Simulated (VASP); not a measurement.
# Bi (P-1) in VASP: notebook

Runs on Bi. Level: LDA. Tasks: single point.

Everything below comes from runs of VASP 6.6.1. Logs are shortened: lines on timing, memory, paths and dates and some standing lists are left out, and cuts for length are marked.

**1. The cell of the first run**

The typed cell holds 2 atoms: a = 4.855 Å, b = 4.704 Å, c = 4.680 Å, α = 57.13°, β = 57.74°, γ = 56.78°.

**2. Single point, LDA (equal xy, yz and zx shear strains of +3 %)**

File INCAR:

```
SYSTEM = Bi
PREC = Accurate ; ENCUT = 520
EDIFF = 1E-6 ; ISMEAR = -1
SIGMA = 0.03 ; LREAL = .FALSE.
LASPH = .TRUE. ; NELM = 60
ALGO = Normal ; ISIF = 2
LWAVE = .FALSE. ; LCHARG = .FALSE.
GGA = CA ; NBANDS = 22
```

File KPOINTS:

```
Automatic mesh
0
G
  11 11 11
  0 0 0
```

File POSCAR:

```
Bi
1.0
    2.3519944330      1.4057219714      4.0077797498
   -2.1940049238      1.3375319810      3.9395897595
    0.0199404907     -2.5653239523      3.9146304907
Bi
2
Direct
    0.2338900000      0.2338900000      0.2338900000
    0.7661100000      0.7661100000      0.7661100000
```

Potentials or basis: VASP PAW LDA potentials, release 64 (Bi_d).

The run is started by

```bash
$ cat potpaw_LDA.64/Bi_d/POTCAR > POTCAR
$ mpirun -np 1 vasp_std > vasp.out
```

OUTCAR:

```text
SYSTEM = Bi
   PREC = Accurate
   ENCUT = 520
   EDIFF = 1E-6
   ISMEAR = -1
   LREAL = .FALSE.
   LASPH = .TRUE.
   NELM = 60
   ISIF = 2
   GGA = CA

 ion  position               nearest neighbor table
   1  0.234  0.234  0.234-   2 3.04   2 3.06   2 3.11   2 3.48   2 3.52   2 3.58
   2  0.766  0.766  0.766-   1 3.04   1 3.06   1 3.11   1 3.48   1 3.52   1 3.58

  LATTYP: Found a triclinic cell.
 ALAT       =     4.4871440471
 B/A-ratio  =     1.0133443553
 C/A-ratio  =     1.0430562468
 COS(alpha) =     0.0085829278
 COS(beta)  =     0.4741846737
 COS(gamma) =     0.4801591939

  Lattice vectors:

 A1 = (   2.2139454145,  -3.9028559333,  -0.0249592688)
 A2 = (   4.5459993568,   0.0681899904,   0.0681899903)
 A3 = (   0.0199404907,  -2.5653239523,   3.9146304907)

Analysis of symmetry for initial positions (statically):
=====================================================================
 Subroutine PRICEL returns:
 Original cell was already a primitive cell.

 Routine SETGRP: Setting up the symmetry group for a
 triclinic supercell.

 Subroutine GETGRP returns: Found  2 space group operations
 (whereof  2 operations were pure point group operations)
 out of a pool of  2 trial point group operations.

The static configuration has the point symmetry S_2 .

Analysis of symmetry for dynamics (positions and initial velocities):
=====================================================================
 Subroutine PRICEL returns:
 Original cell was already a primitive cell.

 Routine SETGRP: Setting up the symmetry group for a
 triclinic supercell.

 Subroutine GETGRP returns: Found  2 space group operations
 (whereof  2 operations were pure point group operations)
 out of a pool of  2 trial point group operations.

The dynamic configuration has the point symmetry S_2 .

 Subroutine INISYM returns: Found  2 space group operations
 (whereof  2 operations are pure point group operations),
 and found     1 'primitive' translations

----------------------------------------------------------------------------------------

                                     Primitive cell

  volume of cell :      70.7189

  direct lattice vectors                    reciprocal lattice vectors
     2.351994433  1.405721971  4.007779750     0.216947089  0.122559477  0.079210217
    -2.194004924  1.337531981  3.939589760    -0.223195317  0.129064045  0.085714785
     0.019940491 -2.565323952  3.914630491     0.002509007 -0.255362743  0.088095622

  length of vectors
     4.854918186  4.703511122  4.680343629     0.261459602  0.271699653  0.270143044

  position of ions in fractional coordinates (direct lattice)
     0.233890000  0.233890000  0.233890000
     0.766110000  0.766110000  0.766110000

  ion indices of the primitive-cell ions
   primitive index   ion index
                 1           1
                 2           2

----------------------------------------------------------------------------------------

 KPOINTS: Automatic mesh

Automatic generation of k-mesh.
 Grid dimensions read from file:
 generate k-points for:   11   11   11

 Generating k-lattice:

  Cartesian coordinates                     Fractional coordinates (reciprocal lattice)
     0.019722463  0.011141771  0.007200929     0.090909091  0.000000000 -0.000000000
    -0.020290483  0.011733095  0.007792253     0.000000000  0.090909091  0.000000000
     0.000228092 -0.023214795  0.008008693     0.000000000  0.000000000  0.090909091

  Length of vectors
     0.023769055  0.024699968  0.024558459

  Shift w.r.t. Gamma in fractional coordinates (k-lattice)
     0.000000000  0.000000000  0.000000000

 Subroutine IBZKPT returns following result:
 ===========================================

 Found    666 irreducible k-points:

 Following reciprocal coordinates:
            Coordinates               Weight
  0.000000  0.000000  0.000000      1.000000
  0.090909  0.000000  0.000000      2.000000
  0.181818  0.000000  0.000000      2.000000
  0.272727 -0.000000 -0.000000      2.000000
  0.363636  0.000000 -0.000000      2.000000
  0.454545 -0.000000  0.000000      2.000000
[... 16 lines left out ...]
  0.454545  0.181818  0.000000      2.000000
 -0.454545  0.181818  0.000000      2.000000
 [... further k-points ...]
   k-points           NKPTS =    666   k-points in BZ     NKDIM =    666   number of bands    NBANDS=     22
   number of dos      NEDOS =    301   number of ions     NIONS =      2
   total plane-waves  NPLWV =  46656
   dimension x,y,z NGX =    36 NGY =   36 NGZ =   36
   dimension x,y,z NGXF=    72 NGYF=   72 NGZF=   72
   ions per type =               2
   NGX,Y,Z   is equivalent  to a cutoff of  12.33, 12.72, 12.79 a.u.
   NGXF,Y,Z  is equivalent  to a cutoff of  24.65, 25.45, 25.57 a.u.
 SYSTEM =  Bi
   PREC   = accura    normal or accurate (medium, high low for compatibility)
   ISTART =      0    job   : 0-new  1-cont  2-samecut
   ICHARG =      2    charge: 1-file 2-atom 10-const
   ISPIN  =      1    spin polarized calculation?
   LNONCOLLINEAR =      F non collinear calculations
   LSORBIT =      F    spin-orbit coupling
   LASPH  =      T    aspherical Exc in radial PAW
   ENCUT  =  520.0 eV  38.22 Ry    6.18 a.u.   9.03  8.75  8.70*2*pi/ulx,y,z
   NELM   =     60;   NELMIN=  2; NELMDL= -5     # of ELM steps
   EDIFF  = 0.1E-05   stopping-criterion for ELM
   LREAL  =      F    real-space projection
   EDIFFG = 0.1E-04   stopping-criterion for IOM
   NSW    =      0    number of steps for IOM
   IBRION =     -1    ionic relax: 0-MD 1-quasi-New 2-CG
   NFREE  =      0    steps in history (QN), initial steepest desc. (CG)
   ISIF   =      2    stress and relaxation
   ISYM   =      2    0-nonsym 1-usesym 2-fastsym
   POTIM  = 0.5000    time-step for ionic-motion
   TEBEG  =    0.0;   TEEND  =   0.0 temperature during run
   PSTRESS=    0.0 pullay stress
   NELECT =      30.0000    total number of electrons
   NUPDOWN=      -1.0000    fix difference up-down
   EMIN   =  10.00;   EMAX   =-10.00  energy-range for DOS
   EFERMI =   0.00;   METHOD = LEGACY
   ISMEAR =    -1;   SIGMA  =   0.03  broadening in eV -4-tet -1-fermi 0-gaus
   EFERMI_NEDOS =   21; number of points for ismear=-14 and -15
   IALGO  =     38    algorithm
   IMIX   =      4    mixing-type and parameters
     AMIX     =   0.40;   BMIX     =  1.00
     AMIX_MAG =   1.60;   BMIX_MAG =  1.00
  volume/ion in A,a.u.               =      35.36       238.62
  Fermi-wavevector in a.u.,A,eV,Ry     =   1.230089  2.324532 20.587246  1.513120
  Thomas-Fermi vector in A             =   2.364951
   LORBIT       =      0    0 simple, 1 ext, 2 COOP (PROOUT), +10 PAW based schemes
   GGA     = CA    functional components
   LHFCALC =     F    Hartree Fock is set to
   AEXX    =    0.0000 exact exchange contribution
   IVDW    =     0    specifies the selected vdW correction
   LEPSILON=     F    determine dielectric tensor
   LRPA    =     F    only Hartree local field effects (RPA)
 non-spin polarized calculation
  energy-cutoff  :      520.00
  volume of cell :       70.72
 maximum number of plane-waves:      1928
   NGX = 19   NGY = 17   NGZ = 17

 number of electron      30.0000005 magnetization

 Free energy of the ion-electron system (eV)
  ---------------------------------------------------
  ext. energy  EPLUGINS =         0.00000000
  ---------------------------------------------------
  free energy    TOTEN  =        -9.09117698 eV

  energy without entropy =       -9.09062578  energy(sigma->0) =       -9.09090138

 E-fermi :   6.0158     XC(G=0):  -9.7755

 val. band max:        6.0027972829   @ k =   0.2727   0.1818   0.2727
 cond. band min:       6.0579617405   @ k =   0.3636   0.1818   0.1818
 fundamental gap:      0.0551644577
 Fermi energy:         6.0158416641

 k-point     1 :       0.0000    0.0000    0.0000
  band No.  band energies     occupation
      1     -16.8552      2.00000
      2     -16.8289      2.00000
      3     -16.6938      2.00000
      4     -16.6858      2.00000
      5     -16.6710      2.00000
      6     -16.5068      2.00000
[... 14 lines left out ...]
     21      12.0441      0.00000
     22      12.0772      0.00000

 k-point     2 :       0.0909    0.0000    0.0000
  band No.  band energies     occupation
      1     -16.8478      2.00000
      2     -16.8231      2.00000
      3     -16.6897      2.00000
      4     -16.6819      2.00000
      5     -16.6677      2.00000
      6     -16.5099      2.00000
[... 14 lines left out ...]
     21      12.1028      0.00000
     22      12.7188      0.00000

 k-point     3 :       0.1818    0.0000    0.0000
  band No.  band energies     occupation
      1     -16.8262      2.00000
      2     -16.8065      2.00000
      3     -16.6800      2.00000
      4     -16.6697      2.00000
      5     -16.6569      2.00000
      6     -16.5217      2.00000
[... 14 lines left out ...]
     21      12.4398      0.00000
     22      13.9940      0.00000

 k-point     4 :       0.2727   -0.0000   -0.0000
  band No.  band energies     occupation
      1     -16.7950      2.00000
      2     -16.7795      2.00000
      3     -16.6703      2.00000
      4     -16.6494      2.00000
      5     -16.6374      2.00000
      6     -16.5442      2.00000
[... 14 lines left out ...]
     21      13.0954      0.00000
     22      15.4090      0.00000

 k-point     5 :       0.3636    0.0000   -0.0000
  band No.  band energies     occupation
      1     -16.7653      2.00000
      2     -16.7402      2.00000
      3     -16.6624      2.00000
      4     -16.6244      2.00000
      5     -16.6149      2.00000
      6     -16.5718      2.00000
[... 417 lines left out ...]
 k-point    22 :       0.3636    0.1818    0.0000
  band No.  band energies     occupation
      1     -16.8232      2.00000
      2     -16.7229      2.00000
      3     -16.6765      2.00000
      4     -16.6464      2.00000
      5     -16.6127      2.00000
      6     -16.5668      2.00000
[... 14 lines left out ...]
     21      14.4112      0.00000
     22      14.9912      0.00000

 k-point    23 :       0.4545    0.1818    0.0000
  band No.  band energies     occupation
      1     -16.7962      2.00000
      2     -16.6973      2.00000
      3     -16.6541      2.00000
      4     -16.6426      2.00000
      5     -16.5952      2.00000
      6     -16.5876      2.00000
[... 14 lines left out ...]
     21      14.7487      0.00000
     22      15.5436      0.00000

 k-point    24 :      -0.4545    0.1818    0.0000
  band No.  band energies     occupation
      1     -16.7739      2.00000
      2     -16.6766      2.00000
      3     -16.6454      2.00000
      4     -16.6307      2.00000
      5     -16.6130      2.00000
      6     -16.5685      2.00000
[... 14 lines left out ...]
     21      14.4740      0.00000
     22      15.3751      0.00000

 [... further k-points ...]

------------------------ aborting loop because EDIFF is reached ----------------------------------------

  FORCE on cell =-STRESS in cart. coord.  units (eV):
  Direction    XX          YY          ZZ          XY          YZ          ZX
  --------------------------------------------------------------------------------------
  -------------------------------------------------------------------------------------
  Total       -0.4951744     -1.0437291     -0.7015044     -0.1221016     -0.5596825     -0.2968539
  in kB      -11.2184552    -23.6462700    -15.8929782     -2.7662801    -12.6799218     -6.7253920
  external PRESSURE =     -16.9192344 kB  Pullay stress =       0.0000000 kB

 VOLUME and BASIS-vectors are now :
 -----------------------------------------------------------------------------
  energy-cutoff  :      520.00
  volume of cell :       70.72
      direct lattice vectors                 reciprocal lattice vectors
     2.351994433  1.405721971  4.007779750     0.216947089  0.122559477  0.079210217
    -2.194004924  1.337531981  3.939589760    -0.223195317  0.129064045  0.085714785
     0.019940491 -2.565323952  3.914630491     0.002509007 -0.255362743  0.088095622

 POSITION                                       TOTAL-FORCE (eV/Angst)
 -----------------------------------------------------------------------------------
      0.04162      0.04162      2.77440        -0.090355     -0.169610      0.059816
      0.13631      0.13631      9.08760         0.090355      0.169610     -0.059816
 -----------------------------------------------------------------------------------
    total drift:                                0.000000     -0.000000      0.000000

  FREE ENERGIE OF THE ION-ELECTRON SYSTEM (eV)
  ---------------------------------------------------
  free  energy   TOTEN  =        -9.0911769825 eV

  energy  without entropy=       -9.0906257792  energy(sigma->0) =       -9.09090138
```

Run time: 17 min. Hardware: 1 thread of Oxide Virtual Turin-like, shared host; peak memory 0.77 GiB.

Results:

- Free energy: -9.0912 eV
- Pressure: -1.7 GPa
- Largest force: 0.201 eV/Å
- Band gap on the k mesh: zero (bands 15 and 16 overlap by 0.25 eV)

Forces in eV/Å, atoms in the order of the input:
```
Bi  -0.090 -0.170  0.060
Bi   0.090  0.170 -0.060
```

Levels at points of the mesh, in eV from the Fermi level:
| k point | band 12 | band 13 | band 14 | band 15 | band 16 | band 17 | band 18 | band 19 |
| --- | --- | --- | --- | --- | --- | --- | --- | --- |
| (0.00, 0.00, 0.00) | -7.49 | -1.49 | -1.44 | -0.93 | 2.40 | 2.81 | 3.15 | 5.54 |

Caveat: the cell differs from its parent crystal (equal xy, yz and zx shear strains of +3 %); spin-orbit coupling is left out, which moves the levels of the heavy elements.

(Part 1 of 2 ends here.)
